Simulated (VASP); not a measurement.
# TaN (P6/mmm) in VASP: further runs, part 2 of 2

VASP 6.6.1.

### Step 3. Single point, PBEsol

This run uses another cell than the first one, of 11.31 Å³/atom.

File INCAR:

```
PREC = Accurate
ENCUT = 700
EDIFF = 1E-6
ISMEAR = 1
SIGMA = 0.15
LREAL = False
LASPH = True
NELM = 120
ALGO = Normal
ISIF = 2
LWAVE = False
LCHARG = False
GGA = PS
NBANDS = 36
GGA_COMPAT = False
```

File KPOINTS:

```
Automatic mesh
0
Gamma
  5 5 8
```

File POSCAR:

```
TaN
1.0
    5.1910000000      0.0000000000      0.0000000000
   -2.5955000000      4.4955380000      0.0000000000
    0.0000000000      0.0000000000      2.9080000000
Ta N
3 3
Direct
    0.0000000000      0.0000000000      0.0000000000
    0.3333333333      0.6666666667      0.5000000000
    0.6666666667      0.3333333333      0.5000000000
    0.5000000000      0.0000000000      0.0000000000
    0.5000000000      0.5000000000      0.0000000000
    0.0000000000      0.5000000000      0.0000000000
```

Potentials or basis: VASP PAW PBE potentials, release 64 (Ta_sv_GW, N).

Started as:

```console
$ cat potpaw_PBE.64/Ta_sv_GW/POTCAR potpaw_PBE.64/N/POTCAR > POTCAR
$ mpirun -np 1 vasp_std > vasp.out
```

OUTCAR:

```text
PREC = Accurate
   ENCUT = 700
   EDIFF = 1E-6
   ISMEAR = 1
   LREAL = False
   LASPH = True
   NELM = 120
   ISIF = 2
   GGA = PS

 ion  position               nearest neighbor table
   1  0.000  0.000  0.000-
   2  0.333  0.667  0.500-   6 2.09   6 2.09   5 2.09   5 2.09   4 2.09   4 2.09   3 3.00   3 3.00
                             3 3.00
   3  0.667  0.333  0.500-   6 2.09   6 2.09   5 2.09   5 2.09   4 2.09   4 2.09   2 3.00   2 3.00
                             2 3.00
   4  0.500  0.000  0.000-   2 2.09   3 2.09   2 2.09   3 2.09
   5  0.500  0.500  0.000-   2 2.09   3 2.09   2 2.09   3 2.09
   6  0.000  0.500  0.000-   2 2.09   3 2.09   2 2.09   3 2.09

  LATTYP: Found a hexagonal cell.
 ALAT       =     5.1910000000
 C/A-ratio  =     0.5602003468

  Lattice vectors:

 A1 = (   5.1910000000,   0.0000000000,   0.0000000000)
 A2 = (  -2.5955000000,   4.4955380000,   0.0000000000)
 A3 = (   0.0000000000,   0.0000000000,   2.9080000000)

Analysis of symmetry for initial positions (statically):
=====================================================================
[... 184 lines left out ...]
 fundamental gap:      0.0714240989
 Fermi energy:        12.0505076437

 k-point     1 :       0.0000    0.0000    0.0000
  band No.  band energies     occupation
      1     -57.2170      2.00000
      2     -57.1690      2.00000
      3     -56.8911      2.00000
      4     -24.0727      2.00000
      5     -24.0727      2.00000
      6     -23.6850      2.00000
[... 925 lines left out ...]
     35      15.9968      0.00000
     36      17.3903      0.00000

 [... further k-points ...]

------------------------ aborting loop because EDIFF is reached ----------------------------------------

  FORCE on cell =-STRESS in cart. coord.  units (eV):
  Direction    XX          YY          ZZ          XY          YZ          ZX
  --------------------------------------------------------------------------------------
  -------------------------------------------------------------------------------------
  Total        0.4412596      0.4412597      0.3684843      0.0000000      0.0000000      0.0000000
  in kB       10.4178399     10.4178405      8.6996635      0.0000000      0.0000000      0.0000000
  external PRESSURE =       9.8451146 kB  Pullay stress =       0.0000000 kB

 VOLUME and BASIS-vectors are now :
 -----------------------------------------------------------------------------
  energy-cutoff  :      700.00
  volume of cell :       67.86
      direct lattice vectors                 reciprocal lattice vectors
     5.191000000  0.000000000  0.000000000     0.192641110  0.111221393  0.000000000
    -2.595500000  4.495538000  0.000000000     0.000000000  0.222442787  0.000000000
     0.000000000  0.000000000  2.908000000     0.000000000  0.000000000  0.343878955

 POSITION                                       TOTAL-FORCE (eV/Angst)
 -----------------------------------------------------------------------------------
      0.00000      0.00000      0.00000        -0.000000      0.000000      0.000000
     -0.00000      2.99703      1.45400        -0.000000     -0.000000      0.000000
      2.59550      1.49851      1.45400         0.000000      0.000000     -0.000000
      2.59550      0.00000      0.00000        -0.000000      0.000000      0.000000
      1.29775      2.24777      0.00000        -0.000000      0.000000      0.000000
     -1.29775      2.24777      0.00000        -0.000000      0.000000      0.000000
 -----------------------------------------------------------------------------------
    total drift:                               -0.000000      0.000000     -0.000000

  FREE ENERGIE OF THE ION-ELECTRON SYSTEM (eV)
  ---------------------------------------------------
  free  energy   TOTEN  =       -76.3642329127 eV

  energy  without entropy=      -76.3614667362  energy(sigma->0) =      -76.36331085
```

OSZICAR:

```text
N       E                     dE             d eps       ncg     rms          rms(c)
DAV:   1     0.531550854693E+03    0.53155E+03   -0.39071E+04  1800   0.194E+03
[... 12 lines left out ...]
DAV:  14    -0.764025899596E+02   -0.10941E-02   -0.34169E-04  2208   0.110E-01    0.500E+01
DAV:  15    -0.764001788136E+02    0.24111E-02   -0.25469E-04  2496   0.918E-02    0.463E+01
DAV:  16    -0.763737611420E+02    0.26418E-01   -0.36487E-02  2280   0.944E-01    0.271E+01
DAV:  17    -0.763665169125E+02    0.72442E-02   -0.14345E-02  2568   0.613E-01    0.135E+01
DAV:  18    -0.763645370760E+02    0.19798E-02   -0.40072E-03  2428   0.316E-01    0.507E+00
DAV:  19    -0.763642523615E+02    0.28471E-03   -0.92164E-04  2584   0.158E-01    0.135E+00
DAV:  20    -0.763642327301E+02    0.19631E-04   -0.81598E-05  2492   0.464E-02    0.179E-01
DAV:  21    -0.763642329127E+02   -0.18262E-06   -0.44664E-06  2056   0.116E-02
   1 F= -.76364233E+02 E0= -.76363311E+02  d E =-.276618E-02
```

Wall time 75 s (1 thread of Intel Xeon 6975P-C (Granite Rapids), shared host); peak memory 0.28 GiB.

What came out:

* Free energy: -76.3642 eV
* Pressure: 1.0 GPa
* Band gap on the k mesh: zero (bands 27 and 28 overlap by 2.14 eV)

Stress tensor (GPa, compression positive):
```
1.04 0.00 0.00
0.00 1.04 0.00
0.00 0.00 0.87
```

Levels at points of the mesh, in eV from the Fermi level:
```csv
k point,band 23,band 24,band 25,band 26,band 27,band 28,band 29,band 30,band 31,band 32
"(0.00, 0.00, 0.00)",-3.02,-3.02,-2.51,-2.10,-1.28,-1.28,0.79,0.79,1.19,2.16
"(0.00, 0.00, 0.50)",-3.75,-3.12,-3.12,-1.94,0.86,0.86,1.47,1.72,2.52,2.52
```

Caveat: the PAW data sets were made with another functional, which shifts forces and pressure a little; spin-orbit coupling is left out, which moves the levels of the heavy elements.

The gap in the log of VASP goes by the Fermi energy; the results here count the filled bands.